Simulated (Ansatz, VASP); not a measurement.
# CaO in VASP and in Ansatz

```
Ca O
1.0
     0.01192    2.38954    2.38954
     2.38954    0.01192    2.38954
     2.38954    2.38954    0.01192
Ca O
1 1
Direct
  0.00000 0.00000 0.00000
  0.50000 0.50000 0.50000
```

Change from the starting cell: equal xy, yz and zx engineering shears of +0.5 %.

Alike in both runs: functional PBEsol; k mesh 10 × 10 × 10; no spin polarisation.

Ansatz relaxed the structure, and its values are those at the end. VASP's run is a single point on that final structure, the one shown.

|  | VASP | Ansatz |
| --- | --- | --- |
| version | VASP 6.6.1 | Ansatz 0.2.0 |
| potentials or method | VASP PAW PBE potentials, release 64 (Ca_sv, O), cutoff 520 eV | all-electron LAPW, scalar-relativistic |
| occupations | gaussian, width 0.01 eV | fixed |

Ansatz gave:

| Quantity | Value |
| --- | --- |
| gap on the k mesh at the Fermi level (eV) | 3.53 |
| pressure (GPa) | 0.0 |

Q: Which values does VASP return?

A: gap on the k mesh at the Fermi level (eV): 3.51; pressure (GPa): 0.6.

VASP's potentials were made for PBE, not for PBEsol. Ansatz ran all-electron here, and VASP with PAW potentials.
